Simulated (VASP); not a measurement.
# Si4O in VASP: further runs

Runs on Si4O. Level: PBE+D3(BJ). Tasks: single point.

Program: VASP 6.6.1. These are calculated values, not measurements. Logs are shortened: lines on timing, memory, paths and dates and some standing lists are left out, and cuts for length are marked.

### 1 The cell of the first run

The cell holds a slab with vacuum, 5 atoms: a = 3.833 Å, b = 3.833 Å, c = 21.203 Å, α = 90.00°, β = 90.00°, γ = 90.00°.

### 2 Single point, PBE+D3(BJ), collinear spin, ferromagnetic start

INCAR reads:

```
SYSTEM = Si4O
PREC = Accurate ; ENCUT = 520
EDIFF = 1E-7 ; ISMEAR = 0
SIGMA = 0.05 ; LREAL = .FALSE.
LASPH = .TRUE. ; NELM = 150
ALGO = Normal ; ISIF = 2
LWAVE = .FALSE. ; LCHARG = .FALSE.
ISPIN = 2 ; MAGMOM = 0 0 0 0 2
LORBIT = 11 ; LDIPOL = .TRUE.
IDIPOL = 3 ; DIPOL = 0.5 0.5 0.329
GGA = PE ; IVDW = 12
NBANDS = 23
```

KPOINTS reads:

```
regular mesh
0
G
  7 7 1
  0 0 0
```

POSCAR reads:

```
Si4O
1.0
    3.8333442603      0.0000000000      0.0000000000
    0.0000000000      3.8333442603      0.0000000000
    0.0000000000      0.0000000000     21.2034818054
Si O
4 1
Direct
    0.0000000000      0.5000000000      0.1886482624
    0.0000000000      0.0000000000      0.2525666261
    0.5000000000      0.0000000000      0.3191936744
    0.5000000000      0.5000000000      0.3821769405
    1.0000000000      1.0000000000      0.5000821046
```

Potentials or basis: VASP PAW PBE potentials, release 64 (Si, O).

Command:

```
cat potpaw_PBE.64/Si/POTCAR potpaw_PBE.64/O/POTCAR > POTCAR
mpirun -np 1 vasp_std > vasp.out
```

OUTCAR:

```text
SYSTEM = Si4O
   PREC = Accurate
   ENCUT = 520
   EDIFF = 1E-7
   ISMEAR = 0
   LREAL = .FALSE.
   LASPH = .TRUE.
   NELM = 150
   ISIF = 2
   ISPIN = 2
   LORBIT = 11
   GGA = PE
   IVDW = 12
 IVDW          = 12

 ion  position               nearest neighbor table
   1  0.000  0.500  0.189-   2 2.35   2 2.35
   2  0.000  0.000  0.253-   1 2.35   1 2.35   3 2.38   3 2.38
   3  0.500  0.000  0.319-   4 2.34   4 2.34   2 2.38   2 2.38
   4  0.500  0.500  0.382-   3 2.34   3 2.34
   5  0.000  0.000  0.500-

  LATTYP: Found a simple tetragonal cell.
 ALAT       =     3.8333442603
 C/A-ratio  =     5.5313273125

  Lattice vectors:

 A1 = (   3.8333442603,   0.0000000000,   0.0000000000)
 A2 = (   0.0000000000,   3.8333442603,   0.0000000000)
 A3 = (   0.0000000000,   0.0000000000,  21.2034818054)

Analysis of symmetry for initial positions (statically):
=====================================================================
 Subroutine PRICEL returns:
 Original cell was already a primitive cell.

 Routine SETGRP: Setting up the symmetry group for a
 simple tetragonal supercell.

 Subroutine GETGRP returns: Found  4 space group operations
 (whereof  4 operations were pure point group operations)
 out of a pool of 16 trial point group operations.

The static configuration has the point symmetry C_2v.

Analysis of symmetry for dynamics (positions and initial velocities):
=====================================================================
 Subroutine PRICEL returns:
 Original cell was already a primitive cell.

 Routine SETGRP: Setting up the symmetry group for a
 simple tetragonal supercell.

 Subroutine GETGRP returns: Found  4 space group operations
 (whereof  4 operations were pure point group operations)
 out of a pool of 16 trial point group operations.

The dynamic configuration has the point symmetry C_2v.

Analysis of structural, dynamic, and magnetic symmetry:
=====================================================================
 Subroutine PRICEL returns:
 Original cell was already a primitive cell.

 Routine SETGRP: Setting up the symmetry group for a
 simple tetragonal supercell.

 Subroutine GETGRP returns: Found  4 space group operations
 (whereof  4 operations were pure point group operations)
 out of a pool of 16 trial point group operations.

The overall configuration has the point symmetry C_2v.

 Subroutine INISYM returns: Found  4 space group operations
 (whereof  4 operations are pure point group operations),
 and found     1 'primitive' translations

----------------------------------------------------------------------------------------

                                     Primitive cell

  volume of cell :     311.5752

  direct lattice vectors                    reciprocal lattice vectors
     3.833344260  0.000000000  0.000000000     0.260868822  0.000000000  0.000000000
     0.000000000  3.833344260  0.000000000     0.000000000  0.260868822  0.000000000
     0.000000000  0.000000000 21.203481805     0.000000000  0.000000000  0.047162066

  length of vectors
     3.833344260  3.833344260 21.203481805     0.260868822  0.260868822  0.047162066

  position of ions in fractional coordinates (direct lattice)
     0.000000000  0.500000000  0.188648262
     0.000000000  0.000000000  0.252566626
     0.500000000  0.000000000  0.319193674
     0.500000000  0.500000000  0.382176941
     0.000000000  0.000000000  0.500082105

  ion indices of the primitive-cell ions
   primitive index   ion index
                 1           1
                 2           2
                 3           3
                 4           4
                 5           5

----------------------------------------------------------------------------------------

 KPOINTS: regular mesh

Automatic generation of k-mesh.
[... 25 lines left out ...]
  0.000000  0.142857  0.000000      2.000000
  0.285714  0.000000  0.000000      2.000000
  0.000000  0.285714  0.000000      2.000000
  0.428571  0.000000  0.000000      2.000000
[... 8 lines left out ...]
 -0.285714  0.428571  0.000000      4.000000
  0.428571  0.428571  0.000000      4.000000
   k-points           NKPTS =     16   k-points in BZ     NKDIM =     16   number of bands    NBANDS=     23
   number of dos      NEDOS =    301   number of ions     NIONS =      5
   total plane-waves  NPLWV = 144000
   dimension x,y,z NGX =    30 NGY =   30 NGZ =  160
   dimension x,y,z NGXF=    60 NGYF=   60 NGZF=  320
   ions per type =               4   1
   NGX,Y,Z   is equivalent  to a cutoff of  13.01, 13.01, 12.54 a.u.
   NGXF,Y,Z  is equivalent  to a cutoff of  26.02, 26.02, 25.09 a.u.
 SYSTEM =  Si4O
   PREC   = accura    normal or accurate (medium, high low for compatibility)
   ISTART =      0    job   : 0-new  1-cont  2-samecut
   ICHARG =      2    charge: 1-file 2-atom 10-const
   ISPIN  =      2    spin polarized calculation?
   LNONCOLLINEAR =      F non collinear calculations
   LSORBIT =      F    spin-orbit coupling
   LASPH  =      T    aspherical Exc in radial PAW
   ENCUT  =  520.0 eV  38.22 Ry    6.18 a.u.   7.13  7.13 39.42*2*pi/ulx,y,z
   NELM   =    150;   NELMIN=  2; NELMDL= -5     # of ELM steps
   EDIFF  = 0.1E-06   stopping-criterion for ELM
   LREAL  =      F    real-space projection
   EDIFFG = 0.1E-05   stopping-criterion for IOM
   NSW    =      0    number of steps for IOM
   IBRION =     -1    ionic relax: 0-MD 1-quasi-New 2-CG
   NFREE  =      0    steps in history (QN), initial steepest desc. (CG)
   ISIF   =      2    stress and relaxation
   ISYM   =      2    0-nonsym 1-usesym 2-fastsym
   POTIM  = 0.5000    time-step for ionic-motion
   TEBEG  =    0.0;   TEEND  =   0.0 temperature during run
   PSTRESS=    0.0 pullay stress
   NELECT =      22.0000    total number of electrons
   NUPDOWN=      -1.0000    fix difference up-down
   EMIN   =  10.00;   EMAX   =-10.00  energy-range for DOS
   EFERMI =   0.00;   METHOD = LEGACY
   ISMEAR =     0;   SIGMA  =   0.05  broadening in eV -4-tet -1-fermi 0-gaus
   EFERMI_NEDOS =   21; number of points for ismear=-14 and -15
   IALGO  =     38    algorithm
   IMIX   =      4    mixing-type and parameters
     AMIX     =   0.40;   BMIX     =  1.00
     AMIX_MAG =   1.60;   BMIX_MAG =  1.00
  volume/ion in A,a.u.               =      62.32       420.52
  Fermi-wavevector in a.u.,A,eV,Ry     =   0.676646  1.278675  6.229423  0.457850
  Thomas-Fermi vector in A             =   1.754020
   LORBIT       =     11    0 simple, 1 ext, 2 COOP (PROOUT), +10 PAW based schemes
   GGA     = PE    functional components
   LHFCALC =     F    Hartree Fock is set to
   AEXX    =    0.0000 exact exchange contribution
   IVDW    =    12    specifies the selected vdW correction
   LEPSILON=     F    determine dielectric tensor
   LRPA    =     F    only Hartree local field effects (RPA)
 spin polarized calculation
 Gauss-broadening in eV      SIGMA  =   0.05
  energy-cutoff  :      520.00
  volume of cell :      311.58
 maximum number of plane-waves:      8422
 NGX is ok and might be reduce to    30
   NGX = 15   NGY = 15   NGZ = 79

 dipolmoment           0.000000      0.000000     -0.000017 electrons x Angstroem

 number of electron      21.9999998 magnetization       2.0067911

 dipolmoment           0.000000      0.000000      0.175940 electrons x Angstroem

 Free energy of the ion-electron system (eV)
  ---------------------------------------------------
  ext. energy  EPLUGINS =         0.00000000
  ---------------------------------------------------
  free energy    TOTEN  =       -20.31073746 eV

  energy without entropy =      -20.30761527  energy(sigma->0) =      -20.30917637

 E-fermi :  -3.0545     XC(G=0):  -3.8146

 val. band max:       -3.0705742243   @ k =   0.4286   0.2857   0.0000
 cond. band min:      -3.0530646698   @ k =   0.0000   0.4286   0.0000
 fundamental gap:      0.0175095544
 Fermi energy:        -3.0544915508

 spin component 1

 k-point     1 :       0.0000    0.0000    0.0000
  band No.  band energies     occupation
      1     -20.7928      1.00000
      2     -13.9265      1.00000
      3     -11.7776      1.00000
      4      -8.4468      1.00000
      5      -6.3733      1.00000
      6      -6.1292      1.00000
[... 405 lines left out ...]
     22       5.6702      0.00000
     23       6.1229      0.00000
 Fermi energy:        -3.0544915508

 spin component 2

 k-point     1 :       0.0000    0.0000    0.0000
  band No.  band energies     occupation
      1     -17.6519      1.00000
      2     -13.8900      1.00000
      3     -11.7282      1.00000
      4      -8.3856      1.00000
      5      -4.9453      1.00000
      6      -4.7033      1.00000
[... 405 lines left out ...]
     22       5.7553      0.00000
     23       6.2034      0.00000

------------------------ aborting loop because EDIFF is reached ----------------------------------------

 vacuum level on the upper side and lower side of the slab       (xc-potential included)         1.044        -1.071

 Edisp (eV)   -0.99282

 E8    (eV) :    -0.4236

  FORCE on cell =-STRESS in cart. coord.  units (eV):
  Direction    XX          YY          ZZ          XY          YZ          ZX
  --------------------------------------------------------------------------------------
  -------------------------------------------------------------------------------------
  Total      -4.11694    -1.50999    -1.50645     0.00000     0.00000     0.00000
  in kB     -21.17007    -7.76466    -7.74643     0.00000     0.00000     0.00000
  external pressure =      -12.23 kB  Pullay stress =        0.00 kB

 VOLUME and BASIS-vectors are now :
 -----------------------------------------------------------------------------
  energy-cutoff  :      520.00
  volume of cell :      311.58
      direct lattice vectors                 reciprocal lattice vectors
     3.833344260  0.000000000  0.000000000     0.260868822  0.000000000  0.000000000
     0.000000000  3.833344260  0.000000000     0.000000000  0.260868822  0.000000000
     0.000000000  0.000000000 21.203481805     0.000000000  0.000000000  0.047162066

 POSITION                                       TOTAL-FORCE (eV/Angst)
 -----------------------------------------------------------------------------------
      0.00000      1.91667      4.00000         0.000000      0.000000      0.022600
      0.00000      0.00000      5.35529         0.000000      0.000000      0.105428
      1.91667      0.00000      6.76802         0.000000      0.000000     -0.038904
      1.91667      1.91667      8.10348         0.000000      0.000000      0.366871
      0.00000      0.00000     10.60348         0.000000      0.000000     -0.455994
 -----------------------------------------------------------------------------------
    total drift:                                0.000000      0.000000      0.000036

  FREE ENERGIE OF THE ION-ELECTRON SYSTEM (eV)
  ---------------------------------------------------
  free  energy   TOTEN  =       -21.3035547060 eV

  energy  without entropy=      -21.3004325150  energy(sigma->0) =      -21.30199361

 vacuum level on the upper side and lower side of the slab         4.478         2.308

 total charge

# of ion       s       p       d       tot
------------------------------------------
    1        0.864   0.720   0.000   1.584
    2        0.776   0.893   0.000   1.670
    3        0.777   0.898   0.000   1.674
    4        0.870   0.696   0.000   1.565
    5        1.619   2.961   0.000   4.579
--------------------------------------------------
tot          4.905   6.168   0.000  11.073

 magnetization (x)

# of ion       s       p       d       tot
------------------------------------------
    1        0.001   0.012   0.000   0.012
    2        0.001   0.000   0.000   0.001
    3        0.003   0.012   0.000   0.015
    4        0.018   0.037   0.000   0.055
    5        0.015   1.399   0.000   1.414
--------------------------------------------------
tot          0.037   1.461   0.000   1.498
```

Run time: 5.5 min. Hardware: 1 thread of Intel Xeon 6975P-C (Granite Rapids), shared host; peak memory 0.6 GiB.

Results:

```
Free energy                                           : -21.3036 eV
Largest force                                         : 0.456 eV/Å
Band gap on the k mesh                                : zero (filled and empty bands overlap)
Net moment                                            : 2.01 μB per cell
Site moments                                          : Si +0.01, +0.00, +0.06 (each value once); O +1.41 μB
Valence electrons inside the program's atomic spheres : Si 1.58, 1.67, 1.56 (each value once); O 4.58
Dispersion energy per atom                            : -0.199 eV
```

Forces on the atoms (eV/Å):
```
Si   0.000  0.000  0.023
Si   0.000  0.000  0.105
Si   0.000  0.000 -0.039
Si   0.000  0.000  0.367
O    0.000  0.000 -0.456
```

Levels at points of the mesh, in eV from the Fermi level:
Spin up:
```tsv
k point	band 8	band 9	band 10	band 11	band 12	band 13	band 14	band 15	band 16	band 17
(0.00, 0.00, 0.00)	-1.93	-1.67	-1.27	-0.54	0.58	1.36	1.85	2.01	3.10	3.38
```
Spin down:
```csv
k point,band 8,band 9,band 10,band 11,band 12,band 13
"(0.00, 0.00, 0.00)",-0.52,-0.46,0.54,0.71,0.74,1.45
```

### 3 Single point, PBE+D3(BJ), collinear spin, ferromagnetic start

INCAR reads:

```
ALGO = Normal ; DIPOL = 0.5 0.5 0.329
EDIFF = 1E-6 ; ENCUT = 520
GGA = PE ; IDIPOL = 3
ISIF = 2 ; ISMEAR = 0
ISPIN = 2 ; IVDW = 12
LASPH = T ; LCHARG = F
LDIPOL = T ; LORBIT = 11
LREAL = F ; LWAVE = F
MAGMOM = 0 0 0 0 2 ; NBANDS = 23
NELM = 150 ; PREC = Accurate
SIGMA = 0.05
```

KPOINTS reads:

```
k-points
0
Gamma
  7 7 1
```

Changes to POSCAR since step 2:

```diff
@@ -12,2 +12,2 @@
     0.5000000000      0.5000000000      0.3821769405
-    1.0000000000      1.0000000000      0.5000821046
+    0.5000000000      0.5000000000      0.5000821046
```

Potentials or basis: VASP PAW PBE potentials, release 64 (Si, O).

Command:

```
cat potpaw_PBE.64/Si/POTCAR potpaw_PBE.64/O/POTCAR > POTCAR
mpirun -np 1 vasp_std > vasp.out
```

Run time: 5.1 min. Hardware: 1 thread of AMD EPYC 9R45 (Zen 5), shared host; peak memory 0.54 GiB.

Results (log left out):

| Quantity | Value |
| --- | --- |
| Free energy | -22.2676 eV |
| Largest force | 2.792 eV/Å |
| Net moment | 1.24 μB per cell |
| Site moments | Si +0.01, -0.01, -0.00, -0.04; O +1.04 μB |
| Valence electrons inside the program's atomic spheres | Si 1.59, 1.67, 1.53 (each value once); O 4.60 |
| Dispersion energy per atom | -0.197 eV |

Forces on the atoms (eV/Å):
```
Si   0.000  0.000 -0.128
Si   0.000  0.000  0.290
Si   0.000  0.000  0.340
Si   0.000  0.000  2.289
O    0.000  0.000 -2.792
```

Levels at points of the mesh, in eV from the Fermi level:
Spin up:
```tsv
k point	band 8	band 9	band 10	band 11	band 12	band 13	band 14	band 15
(0.00, 0.00, 0.00)	-1.91	-1.23	-1.01	-0.75	0.83	1.18	1.70	1.87
```
Spin down:
| k point | band 8 | band 9 | band 10 | band 11 | band 12 | band 13 |
| --- | --- | --- | --- | --- | --- | --- |
| (0.00, 0.00, 0.00) | -0.78 | -0.55 | -0.17 | 0.81 | 1.01 | 1.21 |
